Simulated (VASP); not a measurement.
# SrCl2 (I4/mmm) in VASP: further runs, part 2 of 2

VASP 6.6.1.

## 3. Single point, PBE (strain +0.040 along x and y, -0.040 along z)

INCAR

```
PREC = Accurate ; ENCUT = 520
EDIFF = 1E-7 ; ISMEAR = 0
SIGMA = 0.05 ; LREAL = False
LASPH = True ; NELM = 60
ALGO = Normal ; ISIF = 2
LWAVE = False ; LCHARG = False
GGA = PE ; NBANDS = 19
```

KPOINTS

```
regular mesh
0
Gamma
  6 6 6
```

POSCAR

```
SrCl2
1.0
    0.0000000000      3.6249200000      3.3460800000
    3.6249200000      0.0000000000      3.3460800000
    3.6249200000      3.6249200000      0.0000000000
Sr Cl
1 2
Direct
    0.0000000000      0.0000000000      0.0000000000
    0.2500000000      0.2500000000      0.2500000000
    0.7500000000      0.7500000000      0.7500000000
```

Potentials or basis: VASP PAW PBE potentials, release 64 (Sr_sv, Cl).

On the command line:

```
$ cat potpaw_PBE.64/Sr_sv/POTCAR potpaw_PBE.64/Cl/POTCAR > POTCAR
$ mpirun -np 1 vasp_std > vasp.out
```

OUTCAR:

```text
PREC = Accurate
   ENCUT = 520
   EDIFF = 1E-7
   ISMEAR = 0
   LREAL = False
   LASPH = True
   NELM = 60
   ISIF = 2
   GGA = PE

 ion  position               nearest neighbor table
   1  0.000  0.000  0.000-   3 3.06   3 3.06   3 3.06   2 3.06   3 3.06   2 3.06   2 3.06   2 3.06

   2  0.250  0.250  0.250-   1 3.06   1 3.06   1 3.06   1 3.06
   3  0.750  0.750  0.750-   1 3.06   1 3.06   1 3.06   1 3.06

  LATTYP: Found a body centered tetragonal cell.
 ALAT       =     5.1264110265
 C/A-ratio  =     1.3054279037

  Lattice vectors:

 A1 = (   0.0000000000,  -3.6249200000,  -3.3460800000)
 A2 = (   0.0000000000,   3.6249200000,  -3.3460800000)
 A3 = (   3.6249200000,   0.0000000000,   3.3460800000)

Analysis of symmetry for initial positions (statically):
=====================================================================
 Subroutine PRICEL returns:
 Original cell was already a primitive cell.

 Routine SETGRP: Setting up the symmetry group for a
 body centered tetragonal supercell.

 Subroutine GETGRP returns: Found 16 space group operations
 (whereof 16 operations were pure point group operations)
 out of a pool of 16 trial point group operations.

The static configuration has the point symmetry D_4h.

Analysis of symmetry for dynamics (positions and initial velocities):
=====================================================================
 Subroutine PRICEL returns:
 Original cell was already a primitive cell.

 Routine SETGRP: Setting up the symmetry group for a
 body centered tetragonal supercell.

 Subroutine GETGRP returns: Found 16 space group operations
 (whereof 16 operations were pure point group operations)
 out of a pool of 16 trial point group operations.

The dynamic configuration has the point symmetry D_4h.

 Subroutine INISYM returns: Found 16 space group operations
 (whereof 16 operations are pure point group operations),
[... 115 lines left out ...]
   IALGO  =     38    algorithm
   IMIX   =      4    mixing-type and parameters
     AMIX     =   0.40;   BMIX     =  1.00
     AMIX_MAG =   1.60;   BMIX_MAG =  1.00
  volume/ion in A,a.u.               =      29.31       197.81
  Fermi-wavevector in a.u.,A,eV,Ry     =   1.061918  2.006733 15.342871  1.127669
  Thomas-Fermi vector in A             =   2.197350
   LORBIT       =      0    0 simple, 1 ext, 2 COOP (PROOUT), +10 PAW based schemes
   GGA     = PE    functional components
   LHFCALC =     F    Hartree Fock is set to
   AEXX    =    0.0000 exact exchange contribution
   IVDW    =     0    specifies the selected vdW correction
   LEPSILON=     F    determine dielectric tensor
   LRPA    =     F    only Hartree local field effects (RPA)
 non-spin polarized calculation
 Gauss-broadening in eV      SIGMA  =   0.05
  energy-cutoff  :      520.00
  volume of cell :       87.94
 maximum number of plane-waves:      2400
 NGX is ok and might be reduce to    40
   NGX = 19   NGY = 19   NGZ = 19

 number of electron      24.0000001 magnetization

 Free energy of the ion-electron system (eV)
  ---------------------------------------------------
  ext. energy  EPLUGINS =         0.00000000
  ---------------------------------------------------
  free energy    TOTEN  =       -12.73266154 eV

  energy without entropy =      -12.73266154  energy(sigma->0) =      -12.73266154

 E-fermi :   0.5432     XC(G=0):  -8.1324

 val. band max:        0.3015820006   @ k =   0.5000   0.5000   0.0000
 cond. band min:       5.0212069931   @ k =   0.0000   0.0000   0.0000
 fundamental gap:      4.7196249924
 Fermi energy:         0.5431761811

 k-point     1 :       0.0000    0.0000    0.0000
  band No.  band energies     occupation
      1     -33.0930      2.00000
      2     -15.0836      2.00000
      3     -15.0601      2.00000
      4     -15.0601      2.00000
      5     -13.2599      2.00000
      6     -12.4485      2.00000
[... 505 lines left out ...]
      6     -12.6477      2.00000
[... 11 lines left out ...]
     18       8.6396      0.00000
     19       9.4580      0.00000

 [... further k-points ...]

------------------------ aborting loop because EDIFF is reached ----------------------------------------

  FORCE on cell =-STRESS in cart. coord.  units (eV):
  Direction    XX          YY          ZZ          XY          YZ          ZX
  --------------------------------------------------------------------------------------
  -------------------------------------------------------------------------------------
  Total       -0.8108550     -0.8108550      1.4292729      0.0000000      0.0000000      0.0000000
  in kB      -14.7737462    -14.7737462     26.0412948      0.0000000      0.0000000      0.0000000
  external PRESSURE =      -1.1687326 kB  Pullay stress =       0.0000000 kB

 VOLUME and BASIS-vectors are now :
 -----------------------------------------------------------------------------
  energy-cutoff  :      520.00
  volume of cell :       87.94
      direct lattice vectors                 reciprocal lattice vectors
     0.000000000  3.624920000  3.346080000    -0.137934079  0.137934079  0.149428585
     3.624920000  0.000000000  3.346080000     0.137934079 -0.137934079  0.149428585
     3.624920000  3.624920000  0.000000000     0.137934079  0.137934079 -0.149428585

 POSITION                                       TOTAL-FORCE (eV/Angst)
 -----------------------------------------------------------------------------------
      0.00000      0.00000      0.00000         0.000000     -0.000000     -0.000000
      1.81246      1.81246      1.67304         0.000000      0.000000      0.000000
      5.43738      5.43738      5.01912        -0.000000     -0.000000     -0.000000
 -----------------------------------------------------------------------------------
    total drift:                               -0.000000     -0.000000      0.000000

  FREE ENERGIE OF THE ION-ELECTRON SYSTEM (eV)
  ---------------------------------------------------
  free  energy   TOTEN  =       -12.7326615414 eV

  energy  without entropy=      -12.7326615414  energy(sigma->0) =      -12.73266154
```

stdout:

```text
POSCAR found type information on POSCAR SrCl
 POSCAR found :  2 types and       3 ions
 scaLAPACK will be used
 LDA part: xc-table for (Slater+PW92), standard interpolation
 POSCAR, INCAR and KPOINTS ok, starting setup
 FFT: planning ... GRIDC
 FFT: planning ... GRID_SOFT
 FFT: planning ... GRID
 WAVECAR not read
 entering main loop
```

It took 43 s on 1 thread of AMD EPYC 7R13 (Zen 3), shared host; peak memory 0.22 GiB.

What came out:

```
Free energy            : -12.7327 eV
Pressure               : -0.1 GPa
Band gap on the k mesh : 4.72 eV (least direct gap 4.97 eV)
```

Stress tensor (GPa, compression positive):
```
-1.48  0.00  0.00
 0.00 -1.48  0.00
 0.00  0.00  2.60
```

Caveat: the cell differs from its parent crystal (strain +0.040 along x and y, -0.040 along z).

## 4. Single point, PBE (strain +0.080 along x and y, -0.040 along z)

INCAR

```
ALGO = Normal
EDIFF = 1E-7
ENCUT = 520
GGA = PE
ISIF = 2
ISMEAR = 0
LASPH = T
LCHARG = F
LREAL = F
LWAVE = F
NBANDS = 19
NELM = 60
PREC = Accurate
SIGMA = 0.05
```

KPOINTS

```
k-points
0
Gamma
  6 6 6
```

POSCAR

```
SrCl2
1.0
    0.0000000000      3.7643400000      3.3460800000
    3.7643400000      0.0000000000      3.3460800000
    3.7643400000      3.7643400000      0.0000000000
Sr Cl
1 2
Direct
    0.0000000000      0.0000000000      0.0000000000
    0.2500000000      0.2500000000      0.2500000000
    0.7500000000      0.7500000000      0.7500000000
```

On the command line:

```
$ cat potpaw_PBE.64/Sr_sv/POTCAR potpaw_PBE.64/Cl/POTCAR > POTCAR
$ mpirun -np 1 vasp_std > vasp.out
```

It took 46 s on 1 thread of AMD EPYC 7R13 (Zen 3), shared host; peak memory 0.22 GiB.

The run converged. Its results:

```yaml
Free_energy: -12.6136 eV
Pressure: -2.2 GPa
Band_gap_on_the_k_mesh: 4.22 eV (least direct gap 4.42 eV)
```

Stress tensor (GPa, compression positive):
```
-3.97  0.00  0.00
 0.00 -3.97  0.00
 0.00  0.00  1.49
```

Levels at points of the mesh, in eV from the valence-band top:
```
           k point  band 10  band 11  band 12  band 13  band 14  band 15
(0.00, 0.00, 0.00)    -1.06    -1.06    -0.20     4.22     5.22     6.02
(0.50, 0.00, 0.00)    -1.63    -1.46    -1.33     5.94     6.10     6.42
(0.50, 0.50, 0.00)    -0.95    -0.95     0.00     4.91     6.63     6.75
(0.50, 0.00, 0.50)    -1.17    -0.66    -0.23     4.93     5.95     6.78
```

Caveat: the cell differs from its parent crystal (strain +0.080 along x and y, -0.040 along z). A k mesh can miss the band edges.

## 5. Overview

```csv
cell,gap on the mesh (eV),pressure (GPa)
"a = 4.832, b = 4.832, c = 4.929 Å, angles 59.3, 59.3, 61.3°, 3 atoms",5.26,2.9
"a = 4.933, b = 4.933, c = 5.126 Å, angles 58.7, 58.7, 62.6°, 3 atoms",4.72,-0.1
"a = 5.037, b = 5.037, c = 5.324 Å, angles 58.1, 58.1, 63.8°, 3 atoms",4.22,-2.2
```

Alike in all rows: task single point; level PBE; potentials or basis VASP PAW PBE potentials, release 64 (Sr_sv, Cl); no spin polarisation; k mesh 6 × 6 × 6; cutoff (eV) 520; smearing gaussian 0.05 eV.

Absolute energies hang on the potentials; compare differences alone.
